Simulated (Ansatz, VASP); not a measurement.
## ZnSnN2 in VASP and in Ansatz

The input POSCAR:

```
ZnSnN2
1.0
    3.5488817669      0.0000000000      0.0000000000
    0.0000000000      3.5488817669      0.0000000000
    0.0000000000      0.0000000000      9.2099433007
Zn N Sn
2 4 2
Direct
    0.5000000000      0.0000000000      0.9044325194
    0.0000000000      0.5000000000      0.0955674806
    0.5000000000      0.5000000000      0.0000000000
    0.0000000000      0.0000000000      0.2432612901
    0.5000000000      0.5000000000      0.5000000000
    0.0000000000      0.0000000000      0.7567387099
    0.5000000000      0.0000000000      0.3552999183
    0.0000000000      0.5000000000      0.6447000817
```

The input INCAR.step1:

```
PREC = Accurate
ENCUT = 520
ISMEAR = -1
SIGMA = 0.02
LREAL = F
LASPH = T
NELM = 80
NBANDS = 46
GGA = PE
ALGO = Normal
EDIFF = 1E-4
LWAVE = T
LCHARG = F
```

File INCAR.step2:

```
PREC = Accurate
ENCUT = 520
EDIFF = 1E-6
ISMEAR = -1
SIGMA = 0.02
LREAL = F
LASPH = T
NELM = 80
ALGO = Normal
ISIF = 2
LWAVE = F
LCHARG = F
METAGGA = R2SCAN
LMIXTAU = T
NBANDS = 46
ISTART = 1
```

The input KPOINTS:

```
Automatic mesh
0
Gamma
  6 6 2
```

Input for Ansatz:

```yaml
crystal:
  lattice:
    - [3.5488817669, 0.0, 0.0]
    - [0.0, 3.5488817669, 0.0]
    - [0.0, 0.0, 9.2099433007]
  atoms:
    - { symbol: Zn, position: [0.5, 0.0, 0.9044325194] }
    - { symbol: "N", position: [0.5, 0.5, 0.0] }
    - { symbol: Zn, position: [0.0, 0.5, 0.0955674806] }
    - { symbol: "N", position: [0.0, 0.0, 0.2432612901] }
    - { symbol: Sn, position: [0.5, 0.0, 0.3552999183] }
    - { symbol: "N", position: [0.5, 0.5, 0.5] }
    - { symbol: Sn, position: [0.0, 0.5, 0.6447000817] }
    - { symbol: "N", position: [0.0, 0.0, 0.7567387099] }
kpoints:
  mp_grid: { grid: [6, 6, 2] }
hamiltonian:
  xc: r2scan
scf:
  occupations: { method: fermi_dirac, width: 0.02 }
  n_extra_bands: 6
output:
  forces: true
  stress: true
  eigenvalues: true
```

Alike in both runs: task single point; functional r2SCAN; k mesh 6 × 6 × 2; occupations fermi-dirac, width 0.02 eV; no spin polarisation.

|  | VASP | Ansatz |
| --- | --- | --- |
| version | VASP 6.6.1 | Ansatz 0.2.0 |
| potentials or method | VASP PAW PBE potentials, release 64 (Zn, N, Sn_d) | plane waves, PAW |
| plane-wave cutoff (eV) | 520 | 500 |
| valence electrons in the cell | 72 | 72 |

|  | VASP | Ansatz | Ansatz less VASP |
| --- | --- | --- | --- |
| pressure (GPa) | -7.2 | -7.7 | -0.47 |
| rms of the force components (eV/Å) | 0.064 | 0.070 | +0.0066 |

VASP's potentials were made for PBE, not for r2SCAN.
